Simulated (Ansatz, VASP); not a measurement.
# GaSb in VASP and in Ansatz

```
Ga Sb
1.0
     0.00000    3.06588    3.03522
     3.06588    0.00000    3.03522
     3.06588    3.06588    0.00000
Ga Sb
1 1
Cartesian
  0.0000 0.0000 0.0000
  1.5329 1.5329 1.5176
```

Change from the starting cell: uniaxial_z strain -1.0%.

Alike in both runs: task single point; functional r2SCAN; k mesh 8 × 8 × 8; occupations fermi-dirac, width 0.02 eV; no spin polarisation.

|  | VASP | Ansatz |
| --- | --- | --- |
| version | VASP 6.6.1 | Ansatz 0.2.0 |
| potentials or method | VASP PAW PBE potentials, release 64 (Ga_d, Sb) | plane waves, PAW |
| plane-wave cutoff (eV) | 520 | 500 |
| valence electrons in the cell | 18 | 28 |

|  | VASP | Ansatz | Ansatz less VASP |
| --- | --- | --- | --- |
| pressure (GPa) | 0.6 | 0.5 | -0.09 |
| traceless stress, the component that is largest in VASP (GPa) | 0.32 | 0.33 | +0.011 |

VASP's potentials were made for PBE, not for r2SCAN. VASP's potentials hold 18 valence electrons a cell and Ansatz's 28, so a difference there can come from the potentials and not from the codes.

Neither program's run includes spin-orbit coupling.
